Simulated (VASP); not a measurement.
Here is a VASP 6.6.1 calculation.

INCAR

```
SYSTEM = Be5Te2
PREC = Accurate
ENCUT = 520
EDIFF = 1E-7
ISMEAR = 0
SIGMA = 0.2
LREAL = .False.
LASPH = .True.
NELM = 100
ALGO = Fast
ISIF = 2
LWAVE = .False.
LCHARG = .False.
GGA = PE
NBANDS = 20
```

Contents of KPOINTS:

```
regular mesh
0
Gamma
  6 6 2
  0 0 0
```

Contents of POSCAR:

```
Be5Te2
1.0
    3.8367160052     -0.0008555571      0.0015605425
   -1.9190703803      3.3229576804     -0.0006138736
    0.0026218522      0.0032333993      9.6196350282
Be Te
5 2
Direct
   -0.0005400278      0.9992968485     -0.0000170869
    0.6661411347      0.3326553541      0.9905365645
    0.3328409019      0.6659516078      0.0094881656
    0.6722117633      0.3330957581      0.4174848246
    0.3285836867      0.6679749073      0.5825110723
    0.3394798983      0.6664509188      0.3154815780
    0.6612826428      0.3345746054      0.6845148819
```

Potentials or basis: VASP PAW PBE potentials, release 64 (Be, Te).

Run with:

```sh
$ cat potpaw_PBE.64/Be/POTCAR potpaw_PBE.64/Te/POTCAR > POTCAR
$ mpirun -np 1 vasp_std > vasp.out
```

Problem. Predict the pressure.

Solution. 0.1 GPa.

Problem. What does it give for the largest force?

Solution. 0.038 eV/Å.

Problem. Estimate the band gap on the k mesh.

Solution. Zero (band 11 reaches 7.65 eV, above the bottom of band 12 at 5.53 eV).

Forces on the atoms (eV/Å):
```
Be   0.001  0.000  0.001
Be   0.000  0.000 -0.002
Be   0.000  0.001  0.002
Be  -0.001 -0.001  0.010
Be   0.001  0.000 -0.010
Te  -0.002  0.001 -0.038
Te   0.002  0.000  0.038
```

Caveat: spin-orbit coupling is left out, which moves the levels of the heavy elements.
